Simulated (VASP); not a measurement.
Here is a VASP 6.6.1 calculation.

Contents of INCAR:

```
PREC = Accurate
ENCUT = 520
EDIFF = 1E-6
ISMEAR = 0
SIGMA = 0.028999999999999998
LREAL = False
LASPH = True
NELM = 80
ALGO = Normal
ISIF = 2
LWAVE = False
LCHARG = False
GGA = PE
NBANDS = 11
```

The input KPOINTS:

```
regular mesh
0
Gamma
  11 11 11
```

Contents of POSCAR:

```
AlN
1.0
    0.0000000000      2.0345180000      2.0345180000
    2.0345180000      0.0000000000      2.0345180000
    2.0345180000      2.0345180000      0.0000000000
Al N
1 1
Direct
    0.5000000000      0.5000000000      0.5000000000
    0.0000000000      0.0000000000      0.0000000000
```

Potentials or basis: VASP PAW PBE potentials, release 64 (Al, N).

Run with:

```bash
$ cat potpaw_PBE.64/Al/POTCAR potpaw_PBE.64/N/POTCAR > POTCAR
$ mpirun -np 1 vasp_std > vasp.out
```

Q: Estimate the band gap on the k mesh.

A: 4.55 eV, indirect (least direct gap 5.41 eV).

Q: Estimate the pressure.

A: 0.0 GPa.

A k mesh can miss the band edges. Expect the measured gap to be larger: semilocal functionals such as PBE lack the derivative discontinuity.
